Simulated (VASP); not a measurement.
# Cs4ScPb3Br12 (a cell with a defect) in VASP: further runs

Cs4ScPb3Br12 (a cell with a defect) is run at these levels: PBEsol; tasks: single point.

Program: VASP 6.6.1. These are calculated values, not measurements. Logs are shortened: lines on timing, memory, paths and dates and some standing lists are left out, and cuts for length are marked.

## 1. The cell of the first run

The cell holds a defect, 40 atoms: a = 11.763 Å, b = 11.763 Å, c = 11.763 Å, α = 90.00°, β = 90.00°, γ = 90.00°.

## 2. Single point, PBEsol

INCAR reads:

```
SYSTEM = Cs4ScPb3Br12
  PREC = Accurate
  ENCUT = 400
  EDIFF = 1E-6
  ISMEAR = -1
  SIGMA = 0.05
  LREAL = Auto
  LASPH = .TRUE.
  NELM = 120
  ALGO = Normal
  ISIF = 2
  LWAVE = .FALSE.
  LCHARG = .FALSE.
  GGA = PS
  NBANDS = 199
  ISYM = -1
  GGA_COMPAT = .FALSE.
```

KPOINTS reads:

```
explicit points
1
Reciprocal
  0.25000000   0.25000000   0.25000000 1
```

POSCAR reads:

```
Cs4ScPb3Br12
1.0
   11.7633300000      0.0000000000      0.0000000000
    0.0000000000     11.7633300000      0.0000000000
    0.0000000000      0.0000000000     11.7633300000
Cs Sc Pb Br
8 2 6 24
Direct
    0.9932620000      0.0631310000      0.0105960000
    0.9965010000      0.9638490000      0.4747410000
    0.9976940000      0.5148110000      0.9912070000
    0.0302550000      0.4657330000      0.5082130000
    0.5187230000      0.9896270000      0.9922090000
    0.4711250000      0.0003300000      0.4712670000
    0.5029230000      0.4998270000      0.9475800000
    0.4940400000      0.5664760000      0.5019650000
    0.2543400000      0.2569430000      0.2131850000
    0.2554640000      0.2394630000      0.7584400000
    0.2493210000      0.7414230000      0.2429500000
    0.2463040000      0.7628100000      0.7509670000
    0.7595690000      0.2599330000      0.2495260000
    0.7619480000      0.2489830000      0.7455000000
    0.7481890000      0.7485160000      0.2470760000
    0.7527760000      0.7507120000      0.7461910000
    0.2509340000      0.2994390000      0.9970900000
    0.2274480000      0.1855830000      0.5493250000
    0.2551440000      0.6895540000      0.9942220000
    0.2563650000      0.7699710000      0.4976830000
    0.7568950000      0.2890420000      0.9976160000
    0.8037020000      0.2200370000      0.4971750000
    0.7443080000      0.7053170000      0.9961720000
    0.7261270000      0.7947750000      0.4976380000
    0.0183900000      0.2947750000      0.2258520000
    0.0201230000      0.2743000000      0.7808750000
    0.9977150000      0.7135320000      0.2679560000
    0.9999530000      0.7127110000      0.7265750000
    0.4734230000      0.2098000000      0.2273890000
    0.4819660000      0.2221150000      0.7683050000
    0.4976480000      0.7903230000      0.2431010000
    0.4984620000      0.7674500000      0.7542350000
    0.2060040000      0.0463900000      0.2497970000
    0.2358570000      0.0280030000      0.8317190000
    0.2739040000      0.4497200000      0.3109920000
    0.2730190000      0.4594690000      0.7188570000
    0.7726590000      0.0061300000      0.2217000000
    0.7729580000      0.0008160000      0.7959870000
    0.7079540000      0.5011580000      0.2901770000
    0.7195830000      0.4964910000      0.7128920000
```

Potentials or basis: VASP PAW PBE potentials, release 64 (Cs_sv, Sc_sv, Pb_d, Br).

Launch:

```console
> cat potpaw_PBE.64/Cs_sv/POTCAR potpaw_PBE.64/Sc_sv/POTCAR potpaw_PBE.64/Pb_d/POTCAR potpaw_PBE.64/Br/POTCAR > POTCAR
> mpirun -np 1 vasp_std > vasp.out
```

OUTCAR:

```text
SYSTEM = Cs4ScPb3Br12
   PREC = Accurate
   ENCUT = 400
   EDIFF = 1E-6
   ISMEAR = -1
   LREAL = Auto
   LASPH = .TRUE.
   NELM = 120
   ISIF = 2
   GGA = PS
   ISYM = -1

 ion  position               nearest neighbor table
   1  0.993  0.063  0.011-
   2  0.997  0.964  0.475-
   3  0.998  0.515  0.991-
   4  0.030  0.466  0.508-
   5  0.519  0.990  0.992-
   6  0.471  0.000  0.471-
   7  0.503  0.500  0.948-
   8  0.494  0.566  0.502-
   9  0.254  0.257  0.213-  35 2.55  33 2.58  17 2.59  29 2.64  25 2.81
  10  0.255  0.239  0.758-  18 2.56  36 2.64  34 2.64  30 2.67  26 2.81  17 2.90
  11  0.249  0.741  0.243-  31 2.98  19 2.99  27 2.99  20 3.02
  12  0.246  0.763  0.751-  32 2.97  28 2.97  20 2.98  19 2.99  34 3.26
  13  0.760  0.260  0.250-  39 2.94  21 2.98  22 3.00  37 3.01  25 3.08  29 3.43
  14  0.762  0.249  0.745-  40 2.98  22 2.98  38 2.98  21 3.00  26 3.08  30 3.32
  15  0.748  0.749  0.247-  27 2.97  31 2.99  39 2.99  23 3.00  24 3.01  37 3.06
  16  0.753  0.751  0.746-  28 2.95  24 2.99  23 2.99  32 3.00  38 3.01  40 3.04
  17  0.251  0.299  0.997-   9 2.59  10 2.90
  18  0.227  0.186  0.549-  10 2.56
  19  0.255  0.690  0.994-  11 2.99  12 2.99
  20  0.256  0.770  0.498-  12 2.98  11 3.02
  21  0.757  0.289  0.998-  13 2.98  14 3.00
  22  0.804  0.220  0.497-  14 2.98  13 3.00
  23  0.744  0.705  0.996-  16 2.99  15 3.00
  24  0.726  0.795  0.498-  16 2.99  15 3.01
  25  0.018  0.295  0.226-   9 2.81  13 3.08
  26  0.020  0.274  0.781-  10 2.81  14 3.08
  27  0.998  0.714  0.268-  15 2.97  11 2.99
  28  1.000  0.713  0.727-  16 2.95  12 2.97
  29  0.473  0.210  0.227-   9 2.64  13 3.43
  30  0.482  0.222  0.768-  10 2.67  14 3.32
  31  0.498  0.790  0.243-  11 2.98  15 2.99
  32  0.498  0.767  0.754-  12 2.97  16 3.00
  33  0.206  0.046  0.250-   9 2.58
  34  0.236  0.028  0.832-  10 2.64  12 3.26
  35  0.274  0.450  0.311-   9 2.55
  36  0.273  0.459  0.719-  10 2.64
  37  0.773  0.006  0.222-  13 3.01  15 3.06
  38  0.773  0.001  0.796-  14 2.98  16 3.01
  39  0.708  0.501  0.290-  13 2.94  15 2.99
  40  0.720  0.496  0.713-  14 2.98  16 3.04

IMPORTANT INFORMATION: All symmetrisations will be switched off!
NOSYMM: (Re-)initialisation of all symmetry stuff for point group C_1.

----------------------------------------------------------------------------------------

                                     Primitive cell

[... 125 lines left out ...]
   LREAL  =      T    real-space projection
   EDIFFG = 0.1E-04   stopping-criterion for IOM
   NSW    =      0    number of steps for IOM
   IBRION =     -1    ionic relax: 0-MD 1-quasi-New 2-CG
   NFREE  =      0    steps in history (QN), initial steepest desc. (CG)
   ISIF   =      2    stress and relaxation
   ISYM   =     -1    0-nonsym 1-usesym 2-fastsym
   POTIM  = 0.5000    time-step for ionic-motion
   TEBEG  =    0.0;   TEEND  =   0.0 temperature during run
   PSTRESS=    0.0 pullay stress
   NELECT =     346.0000    total number of electrons
   NUPDOWN=      -1.0000    fix difference up-down
   EMIN   =  10.00;   EMAX   =-10.00  energy-range for DOS
   EFERMI =   0.00;   METHOD = LEGACY
   ISMEAR =    -1;   SIGMA  =   0.05  broadening in eV -4-tet -1-fermi 0-gaus
   EFERMI_NEDOS =   21; number of points for ismear=-14 and -15
   IALGO  =     38    algorithm
   IMIX   =      4    mixing-type and parameters
     AMIX     =   0.40;   BMIX     =  1.00
     AMIX_MAG =   1.60;   BMIX_MAG =  1.00
  volume/ion in A,a.u.               =      40.69       274.62
  Fermi-wavevector in a.u.,A,eV,Ry     =   0.977020  1.846299 12.987675  0.954567
  Thomas-Fermi vector in A             =   2.107684
   LORBIT       =      0    0 simple, 1 ext, 2 COOP (PROOUT), +10 PAW based schemes
   GGA     = PS    functional components
   LHFCALC =     F    Hartree Fock is set to
   AEXX    =    0.0000 exact exchange contribution
   IVDW    =     0    specifies the selected vdW correction
   LEPSILON=     F    determine dielectric tensor
   LRPA    =     F    only Hartree local field effects (RPA)
 non-spin polarized calculation
  energy-cutoff  :      400.00
  volume of cell :     1627.76
 maximum number of plane-waves:     29545
 NGX is ok and might be reduce to    80
   NGX = 39   NGY = 39   NGZ = 39

 number of electron     346.0000007 magnetization

 Free energy of the ion-electron system (eV)
  ---------------------------------------------------
  ext. energy  EPLUGINS =         0.00000000
  ---------------------------------------------------
  free energy    TOTEN  =      -143.01843312 eV

  energy without entropy =     -142.90378065  energy(sigma->0) =     -142.96110688

 E-fermi :   2.6101     XC(G=0):  -7.7083

 val. band max:        2.5467416012   @ k =   0.2500   0.2500   0.2500
 cond. band min:       2.6796335917   @ k =   0.2500   0.2500   0.2500
 fundamental gap:      0.1328919905
 Fermi energy:         2.6100808982

 k-point     1 :       0.2500    0.2500    0.2500
  band No.  band energies     occupation
      1     -48.6914      2.00000
      2     -48.6912      2.00000
      3     -27.4597      2.00000
      4     -27.4531      2.00000
      5     -27.4514      2.00000
      6     -27.4022      2.00000
[... 177 lines left out ...]
    184       3.2843      0.00000
    185       3.3069      0.00000
 [bands above 185 left out]

------------------------ aborting loop because EDIFF is reached ----------------------------------------

  FORCE on cell =-STRESS in cart. coord.  units (eV):
  Direction    XX          YY          ZZ          XY          YZ          ZX
  --------------------------------------------------------------------------------------
  -------------------------------------------------------------------------------------
  Total       -9.6530544     -7.9226252     -7.9312077      0.4047831      0.6056189     -0.7237787
  in kB       -9.5013320     -7.7981009     -7.8065486      0.3984209      0.5961001     -0.7124027
  external PRESSURE =      -8.3686605 kB  Pullay stress =       0.0000000 kB

 VOLUME and BASIS-vectors are now :
 -----------------------------------------------------------------------------
  energy-cutoff  :      400.00
  volume of cell :     1627.76
      direct lattice vectors                 reciprocal lattice vectors
    11.763330000  0.000000000  0.000000000     0.085009942  0.000000000  0.000000000
     0.000000000 11.763330000  0.000000000     0.000000000  0.085009942  0.000000000
     0.000000000  0.000000000 11.763330000     0.000000000  0.000000000  0.085009942

 POSITION                                       TOTAL-FORCE (eV/Angst)
 -----------------------------------------------------------------------------------
     11.68407      0.74263      0.12464        -0.022174     -0.000340      0.008341
     11.72217     11.33807      5.58454        -0.005358      0.014443      0.004467
     11.73620      6.05589     11.65990        -0.007585     -0.013023     -0.002891
      0.35590      5.47857      5.97828        -0.011958     -0.010309      0.003374
      6.10191     11.64131     11.67168         0.010629      0.016459     -0.002892
      5.54200      0.00388      5.54367         0.008681      0.019391      0.007593
[... 32 lines left out ...]
      8.32790      5.89529      3.41345         0.005610      0.031755     -0.019553
      8.46469      5.84039      8.38598         0.008532      0.052621     -0.002743
 -----------------------------------------------------------------------------------
    total drift:                                0.017837      0.015065      0.007390

  FREE ENERGIE OF THE ION-ELECTRON SYSTEM (eV)
  ---------------------------------------------------
  free  energy   TOTEN  =      -143.0184331214 eV

  energy  without entropy=     -142.9037806482  energy(sigma->0) =     -142.96110688
```

OSZICAR:

```text
N       E                     dE             d eps       ncg     rms          rms(c)
DAV:   1     0.309310801420E+04    0.30931E+04   -0.12607E+05   398   0.124E+03
DAV:   2     0.321470906465E+03   -0.27716E+04   -0.27132E+04   478   0.322E+02
DAV:   3    -0.122823105510E+03   -0.44429E+03   -0.44093E+03   548   0.165E+02
[... 12 lines left out ...]
DAV:  16    -0.143018417029E+03   -0.15718E-03   -0.23858E-04   548   0.391E-02    0.251E-02
DAV:  17    -0.143018423417E+03   -0.63881E-05   -0.62375E-05   524   0.233E-02    0.103E-02
DAV:  18    -0.143018427911E+03   -0.44936E-05   -0.86758E-06   452   0.936E-03    0.508E-03
DAV:  19    -0.143018433163E+03   -0.52515E-05   -0.90963E-06   396   0.647E-03    0.316E-03
DAV:  20    -0.143018433121E+03    0.41138E-07   -0.53359E-07   260   0.292E-03
   1 F= -.14301843E+03 E0= -.14296111E+03  d E =-.114652E+00
```

Wall time 6 min (1 thread of AMD EPYC 9R45 (Zen 5), shared host); peak memory 1 GiB.

What came out:

| Item | Value |
| --- | --- |
| Free energy | -143.0184 eV |
| Pressure | -0.8 GPa |
| Largest force | 0.062 eV/Å |

Forces on the atoms (eV/Å):
```
Cs  -0.022  0.000  0.008
Cs  -0.005  0.014  0.004
Cs  -0.008 -0.013 -0.003
Cs  -0.012 -0.010  0.003
Cs   0.011  0.016 -0.003
Cs   0.009  0.019  0.008
Cs   0.016 -0.020 -0.002
Cs   0.004 -0.014  0.008
Sc  -0.018 -0.011  0.004
Sc  -0.041  0.029 -0.001
Pb  -0.009  0.009 -0.001
Pb  -0.012  0.025  0.009
Pb  -0.036 -0.029  0.008
Pb  -0.051 -0.011 -0.026
Pb  -0.004 -0.003  0.000
Pb  -0.015 -0.004  0.004
Br   0.009  0.002 -0.003
Br   0.009 -0.017 -0.039
Br  -0.013 -0.010  0.005
Br  -0.007 -0.002  0.007
Br   0.007  0.001  0.016
Br   0.004  0.009 -0.002
Br   0.004  0.008  0.011
Br  -0.001  0.004 -0.005
Br   0.048 -0.004 -0.023
Br   0.059  0.004  0.010
Br   0.018 -0.012 -0.003
Br   0.016 -0.020  0.000
Br  -0.022  0.016  0.007
Br  -0.020  0.004  0.023
Br  -0.011 -0.013 -0.004
Br  -0.020 -0.008 -0.006
Br  -0.005 -0.034 -0.005
Br   0.022 -0.054  0.005
Br   0.025  0.044  0.014
Br   0.031  0.053  0.004
Br   0.008 -0.025 -0.005
Br   0.021 -0.030 -0.006
Br   0.006  0.032 -0.020
Br   0.009  0.053 -0.003
```

Levels at points of the mesh, in eV from the Fermi level:
```
           k point  band 171  band 172  band 173  band 174  band 175  band 176
(0.25, 0.25, 0.25)     -3.20     -2.90     -0.06      0.07      0.22      0.25
```

Caveat: the PAW data sets were made with another functional, which shifts forces and pressure a little; spin-orbit coupling is left out, which moves the levels of the heavy elements.

## 3. Single point, PBEsol, collinear spin

INCAR reads:

```
ALGO = Normal
EDIFF = 1E-6
ENCUT = 400
GGA = PS
GGA_COMPAT = False
ISIF = 2
ISMEAR = -1
ISPIN = 2
ISYM = -1
LASPH = True
LCHARG = False
LMAXMIX = 4
LORBIT = 11
LREAL = Auto
LWAVE = False
MAGMOM = 0 0 0 0 0 0 0 0 1 1 0 0 0 0 0 0 0 0 0 0 0 0 0 0 0 0 0 0 0 0 0 0 0 0 0 0 0 0 0 0
NBANDS = 203
NELM = 200
PREC = Accurate
SIGMA = 0.05
```

KPOINTS is that of step 2.

POSCAR reads:

```
Cs4ScPb3Br12
1.0
   11.7633300000      0.0000000000      0.0000000000
    0.0000000000     11.7633300000      0.0000000000
    0.0000000000      0.0000000000     11.7633300000
Cs Sc Pb Br
8 2 6 24
Direct
    0.9885440000      0.0480340000      0.0162380000
    0.0028650000      0.9991190000      0.4400070000
    0.9954290000      0.5101140000      0.0159390000
    0.0086420000      0.4454620000      0.5248110000
    0.5013080000      0.9544740000      0.9864010000
    0.4863390000      0.0021800000      0.4756470000
    0.5063850000      0.4945770000      0.9321390000
    0.4926880000      0.5294120000      0.4848090000
    0.2547220000      0.2651910000      0.2218210000
    0.2501270000      0.2386350000      0.7605140000
    0.2474450000      0.7446730000      0.2406970000
    0.2419330000      0.7537380000      0.7434530000
    0.7381490000      0.2600710000      0.2541740000
    0.7464250000      0.2414860000      0.7518640000
    0.7505260000      0.7541210000      0.2463870000
    0.7531030000      0.7456460000      0.7421630000
    0.2648830000      0.3012970000      0.0047150000
    0.2275890000      0.1918450000      0.5473280000
    0.2767750000      0.7095040000      0.9910300000
    0.2374550000      0.7832190000      0.4902300000
    0.7613650000      0.2932690000      0.0012090000
    0.7790670000      0.2134360000      0.5016780000
    0.7270060000      0.7058890000      0.9943470000
    0.7587680000      0.8061810000      0.4945150000
    0.0324450000      0.2540570000      0.2512000000
    0.0258910000      0.2729360000      0.7917190000
    0.0011200000      0.7852670000      0.2063590000
    0.9992890000      0.6876310000      0.7512730000
    0.4644790000      0.2694590000      0.2960750000
    0.4797820000      0.2127240000      0.7679090000
    0.4982480000      0.7613720000      0.2634310000
    0.4969540000      0.7558190000      0.7262290000
    0.2599390000      0.0412210000      0.2230020000
    0.2349790000      0.0259910000      0.8294840000
    0.2360200000      0.4789650000      0.2962640000
    0.2800580000      0.4585460000      0.7210310000
    0.7393060000      0.0087250000      0.2122910000
    0.7647090000      0.9944530000      0.8032330000
    0.7708770000      0.5080730000      0.3005400000
    0.7213400000      0.4926520000      0.7027890000
```

Potentials or basis: VASP PAW PBE potentials, release 64 (Cs_sv, Sc_sv, Pb_d, Br).

Launch:

```console
> cat potpaw_PBE.64/Cs_sv/POTCAR potpaw_PBE.64/Sc_sv/POTCAR potpaw_PBE.64/Pb_d/POTCAR potpaw_PBE.64/Br/POTCAR > POTCAR
> mpirun -np 1 vasp_std > vasp.out
```

Wall time 15 min (1 thread of AMD EPYC 9R45 (Zen 5), shared host); peak memory 1.5 GiB.

Results (log left out):

```yaml
Free_energy: -143.1188 eV
Pressure: -0.9 GPa
Largest_force: 0.047 eV/Å
Net_moment: 1.88 μB per cell
Site_moments: Cs +0.00; Sc +0.31, +0.21; Pb +0.10, +0.13, +0.15, +0.06, +0.01 (each value once); Br -0.00, +0.00, +0.01 (each value once) μB
Valence_electrons_inside_the_program's_atomic_spheres: Cs 6.57, 6.56 (each value once); Sc 9.33, 9.28; Pb 11.80, 11.81, 11.78, 11.79 (each value once); Br 4.87, 4.83, 4.84, 4.86, 4.85 (each value once)
```

Forces on the atoms (eV/Å):
```
Cs   0.005  0.001 -0.002
Cs   0.006 -0.002  0.003
Cs   0.007  0.002 -0.001
Cs   0.001  0.005  0.002
Cs   0.002  0.000  0.000
Cs  -0.001 -0.001  0.002
Cs  -0.004 -0.001  0.004
Cs  -0.002  0.006  0.002
Sc  -0.012 -0.011  0.014
Sc  -0.002  0.001 -0.009
Pb   0.000 -0.002 -0.010
Pb   0.000  0.009 -0.002
Pb   0.002  0.009 -0.014
Pb  -0.003  0.004  0.004
Pb   0.002  0.004 -0.007
Pb   0.001  0.000  0.000
Br  -0.004  0.010 -0.014
Br   0.003 -0.005 -0.030
Br  -0.002  0.002 -0.004
Br   0.002  0.003  0.005
Br   0.003  0.003  0.006
Br   0.008 -0.006 -0.004
Br   0.000  0.001  0.004
Br  -0.004 -0.001  0.005
Br  -0.043 -0.006  0.006
Br  -0.025  0.006  0.005
Br  -0.009  0.001 -0.001
Br   0.007 -0.001 -0.002
Br   0.038 -0.001  0.010
Br   0.021  0.004  0.019
Br   0.006 -0.001  0.002
Br  -0.001 -0.001 -0.008
Br   0.001 -0.019  0.009
Br  -0.003 -0.046  0.012
Br   0.000  0.019  0.000
Br   0.000  0.034  0.003
Br  -0.005  0.004  0.002
Br  -0.005  0.001 -0.007
Br   0.007 -0.017 -0.001
Br   0.003 -0.007 -0.005
```

Stress tensor (GPa, compression positive):
```
-0.92  0.03 -0.05
 0.03 -0.95 -0.01
-0.05 -0.01 -0.91
```

Levels at points of the mesh, in eV from the Fermi level:
Spin up:
```csv
k point,band 172,band 173,band 174,band 175,band 176,band 177
"(0.25, 0.25, 0.25)",-2.90,-0.12,-0.08,0.10,0.12,0.37
```
Spin down:
```csv
k point,band 169,band 170,band 171,band 172,band 173,band 174,band 175,band 176
"(0.25, 0.25, 0.25)",-3.29,-3.18,-3.13,-2.88,0.16,0.19,0.34,0.38
```

Caveat: a moment this small can come from the mesh or the smearing; the PAW data sets were made with another functional, which shifts forces and pressure a little; spin-orbit coupling is left out, which moves the levels of the heavy elements.
